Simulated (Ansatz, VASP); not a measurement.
## One calculation of Al, two programs

```xyz
1
Lattice="0.0000 2.0515 2.0515 2.0515 0.0000 2.0515 2.0515 2.0515 0.0000" Properties=species:S:1:pos:R:3 pbc="T T T"
Al    0.0000    0.0000    0.0000
```

Alike in both runs: task single point; functional LDA; k mesh 12 × 12 × 12; no spin polarisation.

```csv
,VASP,Ansatz
version,VASP 6.6.1,Ansatz 0.2.0
potentials or method,"VASP PAW LDA potentials, release 64 (Al), cutoff 520 eV","plane waves, PAW"
occupations,"fermi-dirac, width 0.1 eV",fermi-dirac
valence electrons in the cell,3,3
```

```tsv
	VASP	Ansatz	Ansatz less VASP
pressure (GPa)	-6.0	-6.0	-0.04
```

LDA's correlation is that of Perdew and Zunger in VASP and of Perdew and Wang (1992) in Ansatz.
